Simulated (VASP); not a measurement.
# Si (Fd-3m) in VASP: a series of runs, part 2 of 2

VASP 6.6.1. Earlier steps stand in the parts before.

### Step 3. Relaxation of cell and atoms, LDA

This run uses another cell than the first one, of 19.70 Å³/atom, 0.981 times its volume.

INCAR reads:

```
  PREC = Accurate
  ENCUT = 600
  EDIFF = 1E-6
  ISMEAR = 0
  SIGMA = 0.02
  LREAL = F
  LASPH = T
  NELM = 80
  ALGO = Normal
  ISIF = 3
  LWAVE = F
  LCHARG = F
  GGA = CA
  IBRION = 2
  NSW = 100
  EDIFFG = -0.002
```

KPOINTS reads:

```
regular mesh
0
Gamma
  10 10 10
```

POSCAR reads:

```
Si
1.0
    0.0000000000      2.7008305081      2.7008305081
    2.7008305081      0.0000000000      2.7008305081
    2.7008305081      2.7008305081      0.0000000000
Si
2
Direct
    0.5000000000      0.5000000000      0.5000000000
    0.7500000000      0.7500000000      0.7500000000
```

Potentials or basis: VASP PAW LDA potentials, release 64 (Si).

Launch:

```bash
$ cat potpaw_LDA.64/Si/POTCAR > POTCAR
$ mpirun -np 1 vasp_std > vasp.out
```

OUTCAR:

```text
PREC = Accurate
   ENCUT = 600
   EDIFF = 1E-6
   ISMEAR = 0
   LREAL = F
   LASPH = T
   NELM = 80
   ISIF = 3
   GGA = CA
   IBRION = 2
   NSW = 100
   EDIFFG = -0.002

 ion  position               nearest neighbor table
   1  0.500  0.500  0.500-   2 2.34   2 2.34   2 2.34   2 2.34
   2  0.750  0.750  0.750-   1 2.34   1 2.34   1 2.34   1 2.34

  LATTYP: Found a face centered cubic cell.
 ALAT       =     5.4016610162

  Lattice vectors:

 A1 = (   0.0000000000,   2.7008305081,   2.7008305081)
 A2 = (   2.7008305081,   0.0000000000,   2.7008305081)
 A3 = (   2.7008305081,   2.7008305081,   0.0000000000)

Analysis of symmetry for initial positions (statically):
=====================================================================
 Subroutine PRICEL returns:
 Original cell was already a primitive cell.
[... 252 lines left out ...]

  energy without entropy =      -11.91928861  energy(sigma->0) =      -11.91928861

 E-fermi :   6.0129     XC(G=0):  -9.6634

 val. band max:        5.9274819638   @ k =   0.0000   0.0000   0.0000
 cond. band min:       6.3810812276   @ k =   0.4000   0.4000   0.0000
 fundamental gap:      0.4535992639
 Fermi energy:         6.0128896424

 k-point     1 :       0.0000    0.0000    0.0000
  band No.  band energies     occupation
      1      -6.1351      2.00000
      2       5.9275      2.00000
      3       5.9275      2.00000
      4       5.9275      2.00000
      5       8.4581      0.00000
      6       8.4581      0.00000
      7       8.4581      0.00000
      8       9.3132      0.00000
[... 243 lines left out ...]
 k-point    24 :       0.4000    0.3000    0.0000
  band No.  band energies     occupation
      1      -3.9432      2.00000
      2       0.4860      2.00000
      3       3.0148      2.00000
      4       3.4568      2.00000
      5       6.8658      0.00000
      6       8.0599      0.00000
      7      12.8745      0.00000
      8      12.9905      0.00000

 [... further k-points ...]
[... 5 lines left out ...]
  --------------------------------------------------------------------------------------
  -------------------------------------------------------------------------------------
  Total       -0.0002209     -0.0002209     -0.0002209      0.0000000      0.0000000     -0.0000000
  in kB       -0.0089771     -0.0089771     -0.0089771      0.0000000      0.0000000     -0.0000000
  external PRESSURE =      -0.0089771 kB  Pullay stress =       0.0000000 kB
[... 17 lines left out ...]
  FREE ENERGIE OF THE ION-ELECTRON SYSTEM (eV)
  ---------------------------------------------------
  free  energy   TOTEN  =       -11.9192886127 eV

  energy  without entropy=      -11.9192886127  energy(sigma->0) =      -11.91928861

 reached required accuracy - stopping structural energy minimisation
```

OSZICAR:

```text
N       E                     dE             d eps       ncg     rms          rms(c)
DAV:   1     0.105765844789E+02    0.10577E+02   -0.37575E+03   752   0.911E+02
DAV:   2    -0.118235308856E+02   -0.22400E+02   -0.21346E+02  1144   0.905E+01
DAV:   3    -0.121895014530E+02   -0.36597E+00   -0.36597E+00  1016   0.144E+01
DAV:   4    -0.121911500361E+02   -0.16486E-02   -0.16486E-02  1192   0.104E+00
[... 13 lines left out ...]
   2 F= -.11919285E+02 E0= -.11919285E+02  d E =-.280974E-05
       N       E                     dE             d eps       ncg     rms          rms(c)
DAV:   1    -0.119192905035E+02   -0.53013E-05   -0.63765E-05   928   0.459E-02    0.743E-03
DAV:   2    -0.119192892147E+02    0.12888E-05   -0.12972E-06   864   0.782E-03    0.469E-03
DAV:   3    -0.119192886127E+02    0.60202E-06   -0.14195E-06   536   0.606E-03
   3 F= -.11919289E+02 E0= -.11919289E+02  d E =-.623030E-05
```

Run time: 18 s. Hardware: 1 thread of AMD EPYC 7R43 (Zen 3), shared host; peak memory 0.12 GiB.

What came out:

```
Free energy                            : -11.9193 eV
Relaxed volume                         : 19.72 Å³/atom
Relaxed cell                           : a = 3.820 Å, b = 3.820 Å, c = 3.820 Å, α = 60.00°, β = 60.00°, γ = 60.00°
Space group after relaxing (to 0.05 Å) : Fd-3m (No. 227)
Energy gained by relaxing              : 0.0 meV/atom
Ionic steps                            : 3
Pressure after relaxing                : 0.0 GPa
Band gap on the k mesh                 : 0.45 eV, indirect (least direct gap 2.53 eV)
```

Final structure:
```
Si
1.0
     0.00000    2.70149    2.70149
     2.70149    0.00000    2.70149
     2.70149    2.70149    0.00000
Si
2
Direct
  0.50000 0.50000 0.50000
  0.75000 0.75000 0.75000
```

Levels at points of the mesh, in eV from the valence-band top:
```tsv
k point	band 2	band 3	band 4	band 5	band 6	band 7
(0.00, 0.00, 0.00)	0.00	0.00	0.00	2.53	2.53	2.53
(0.50, 0.00, 0.00)	-7.06	-1.21	-1.21	1.48	3.29	3.29
(0.50, 0.50, 0.00)	-7.86	-2.89	-2.89	0.58	0.58	10.11
```

A k mesh can miss the band edges.

### Step 4. Relaxation of cell and atoms, LDA

This run uses another cell than the first one, of 19.70 Å³/atom, 0.981 times its volume.

INCAR reads:

```
SYSTEM = Si
  PREC = Accurate
  ENCUT = 600
  EDIFF = 1E-6
  ISMEAR = 0
  SIGMA = 0.01
  LREAL = .False.
  LASPH = .True.
  NELM = 80
  ALGO = Normal
  ISIF = 3
  LWAVE = .False.
  LCHARG = .False.
  GGA = CA
  IBRION = 2
  NSW = 80
  EDIFFG = -0.001
```

KPOINTS reads:

```
regular mesh
0
Gamma
  12 12 12
  0 0 0
```

POSCAR is that of step 3.

Launch:

```bash
$ cat potpaw_LDA.64/Si/POTCAR > POTCAR
$ mpirun -np 1 vasp_std > vasp.out
```

Run time: 30 s. Hardware: 1 thread of AMD EPYC 7R43 (Zen 3), shared host; peak memory 0.12 GiB.

Results (log left out):

```yaml
Free_energy: -11.9199 eV
Relaxed_volume: 19.72 Å³/atom
Relaxed_cell: a = 3.820 Å, b = 3.820 Å, c = 3.820 Å, α = 60.00°, β = 60.00°, γ = 60.00°
Space_group_after_relaxing_to_0.05_Å: Fd-3m (No. 227)
Energy_gained_by_relaxing: 0.0 meV/atom
Ionic_steps: 3
Pressure_after_relaxing: 0.0 GPa
Band_gap_on_the_k_mesh: 0.44 eV, indirect (least direct gap 2.53 eV)
```

Final structure:
```
Si
1.0
     0.00000    2.70148    2.70148
     2.70148    0.00000    2.70148
     2.70148    2.70148    0.00000
Si
2
Direct
  0.50000 0.50000 0.50000
  0.75000 0.75000 0.75000
```

Levels at points of the mesh, in eV from the valence-band top:
| k point | band 2 | band 3 | band 4 | band 5 | band 6 | band 7 |
| --- | --- | --- | --- | --- | --- | --- |
| (0.00, 0.00, 0.00) | 0.00 | 0.00 | 0.00 | 2.53 | 2.53 | 2.53 |
| (0.50, 0.00, 0.00) | -7.06 | -1.21 | -1.21 | 1.48 | 3.29 | 3.29 |
| (0.50, 0.50, 0.00) | -7.86 | -2.89 | -2.89 | 0.58 | 0.58 | 10.11 |

A k mesh can miss the band edges. A hybrid or GW would open this gap; LDA tends to underestimate it.

### Step 5. Overview

| cell | k mesh | smearing | gap on the mesh (eV) | pressure (GPa) | relaxed volume (Å³/atom) |
| --- | --- | --- | --- | --- | --- |
| relaxed from a = 3.845 Å, angles 60.0°, 2 atoms | 8 × 8 × 8 | gaussian 0.02 eV | 0.49 | 0.0 | 19.72 |
| relaxed from a = 3.820 Å, angles 60.0°, 2 atoms | 10 × 10 × 10 | gaussian 0.02 eV | 0.45 | 0.0 | 19.72 |
| relaxed from a = 3.820 Å, angles 60.0°, 2 atoms | 12 × 12 × 12 | gaussian 0.01 eV | 0.44 | 0.0 | 19.72 |

Alike in all rows: task relaxation of cell and atoms; level LDA; potentials or basis VASP PAW LDA potentials, release 64 (Si); no spin polarisation; cutoff (eV) 600.

Absolute energies hang on the potentials; compare differences alone.
